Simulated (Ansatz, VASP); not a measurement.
## One calculation of GaB2As3, two programs

```
Ga B As
1.0
    -1.79569    1.79569    7.82566
     1.79569   -1.79569    7.82566
     1.79569    1.79569   -7.82566
Ga B As
1 2 3
Direct
  0.50000 0.50000 0.00000
  0.82494 0.82494 0.00000
  0.17506 0.17506 0.00000
  0.39874 0.89874 0.50000
  0.10126 0.60126 0.50000
  0.75000 0.25000 0.50000
```

Alike in both runs: functional PBE; k mesh 6 × 6 × 6; occupations gaussian, width 0.1 eV; no spin polarisation.

Ansatz relaxed the structure, and its values are those at the end. VASP's run is a single point on that final structure, the one shown.

|  | VASP | Ansatz |
| --- | --- | --- |
| version | VASP 6.6.1 | Ansatz 0.2.0 |
| potentials or method | VASP PAW PBE potentials, release 64 (Ga_d, B, As), cutoff 520 eV | scalar-relativistic, plane waves, PAW |
| valence electrons in the cell | 34 | 64 |

```csv
,VASP,Ansatz,Ansatz less VASP
gap on the k mesh at the Fermi level (eV),0.49,0.50,+0.008
least direct gap on the mesh (eV),0.50,0.50,+0.008
pressure (GPa),0.3,-0.1,-0.35
rms of the force components (eV/Å),0.006,0.007,+0.0006
```

With one functional, cell and mesh, what is left measures potentials, basis and numerics. VASP's potentials hold 34 valence electrons a cell and Ansatz's 64, so a difference there can come from the potentials and not from the codes.
